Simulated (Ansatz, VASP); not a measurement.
**NiGe in VASP and in Ansatz**

```
Ni Ge
1.0
     0.00000    3.02977    3.02977
     3.02977    0.00000    3.02977
     3.02977    3.02977    0.00000
Ni Ge
2 2
Direct
  0.50000 0.50000 0.50000
  0.75000 0.75000 0.75000
  0.00000 0.00000 0.00000
  0.25000 0.25000 0.25000
```

Alike in both runs: task relaxation of cell and atoms; functional PBE; k mesh 14 × 14 × 14; occupations gaussian, width 0.1 eV; no spin polarisation.

|  | VASP | Ansatz |
| --- | --- | --- |
| version | VASP 6.6.1 | Ansatz 0.2.0 |
| potentials or method | VASP PAW PBE potentials, release 64 (Ni, Ge_d), cutoff 600 eV | scalar-relativistic, plane waves, PAW |
| valence electrons in the cell | 48 | 64 |

|  | VASP | Ansatz | Ansatz less VASP |
| --- | --- | --- | --- |
| gap on the k mesh at the Fermi level, each at its own relaxed structure (eV) | none | none | - |
| relaxed volume (Å³/atom) | 13.77 | 13.76 | -0.012 |
| relaxed cell length with the largest relative difference (Å) | 4.271 | 4.270 | -0.0013 |

A gap of «none» marks a metal or a gap that the smearing closes. VASP's potentials hold 48 valence electrons a cell and Ansatz's 64, so a difference there can come from the potentials and not from the codes.
